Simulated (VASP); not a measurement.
A run of VASP 6.6.1:

POSCAR

```
CsH
1.0
    0.0000000000      3.1880000000      3.1880000000
    3.1880000000      0.0000000000      3.1880000000
    3.1880000000      3.1880000000      0.0000000000
Cs H
1 1
Direct
    0.0039209536     -0.0039209536      0.0039209536
    0.5000000000      0.5000000000      0.5000000000
```

File INCAR.step1:

```
SYSTEM = CsH
PREC = Accurate
ENCUT = 520
ISMEAR = 0
SIGMA = 0.05
LREAL = .False.
LASPH = .True.
NELM = 100
NBANDS = 12
GGA = PE
ALGO = Normal
EDIFF = 1E-4
LWAVE = .True.
LCHARG = .False.
```

File INCAR.step2:

```
SYSTEM = CsH
PREC = Accurate
ENCUT = 520
EDIFF = 1E-6
ISMEAR = 0
SIGMA = 0.05
LREAL = .False.
LASPH = .True.
NELM = 100
ALGO = Normal
ISIF = 2
LWAVE = .False.
LCHARG = .False.
METAGGA = R2SCAN
LMIXTAU = .True.
NBANDS = 12
ISTART = 1
```

Contents of KPOINTS:

```
regular mesh
0
Gamma
  6 6 6
  0 0 0
```

Potentials or basis: VASP PAW PBE potentials, release 64 (Cs_sv, H).

Command:

```bash
$ cat potpaw_PBE.64/Cs_sv/POTCAR potpaw_PBE.64/H/POTCAR > POTCAR
$ cp INCAR.step1 INCAR
$ mpirun -np 1 vasp_std > vasp.out
$ cp INCAR.step2 INCAR
$ mpirun -np 1 vasp_std > vasp.out
```

Hardware: 1 thread of Intel(R) Xeon(R) 6975P-C (Granite Rapids), on a shared host.

Problem. How long does it take, and how much memory?

Solution. It took 39 s on 1 thread of Intel(R) Xeon(R) 6975P-C (Granite Rapids), on a shared host, peak memory 0.22 GiB. Counts: k points 30.
